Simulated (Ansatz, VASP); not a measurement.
**Two plane-wave programs on MgO**

```
Mg O
1.0
     2.58839    0.00000    0.00000
     0.00000    2.58839    0.00000
     0.00000    0.00000    2.58839
Mg O
1 1
Direct
  0.00000 0.00000 0.00000
  0.50000 0.50000 0.50000
```

Alike in both runs: task single point; functional r2SCAN; k mesh 10 × 10 × 10; occupations gaussian, width 0.05 eV; no spin polarisation.

|  | VASP | Ansatz |
| --- | --- | --- |
| version | VASP 6.6.1 | Ansatz 0.2.0 |
| potentials or method | VASP PAW PBE potentials, release 64 (Mg_sv, O), cutoff 750 eV | scalar-relativistic, plane waves, PAW |
| valence electrons in the cell | 16 | 16 |

```csv
,VASP,Ansatz,Ansatz less VASP
gap on the k mesh at the Fermi level (eV),3.93,3.90,-0.031
least direct gap on the mesh (eV),5.03,5.00,-0.031
pressure (GPa),6.9,6.9,+0.02
```

VASP's potentials were made for PBE, not for r2SCAN.
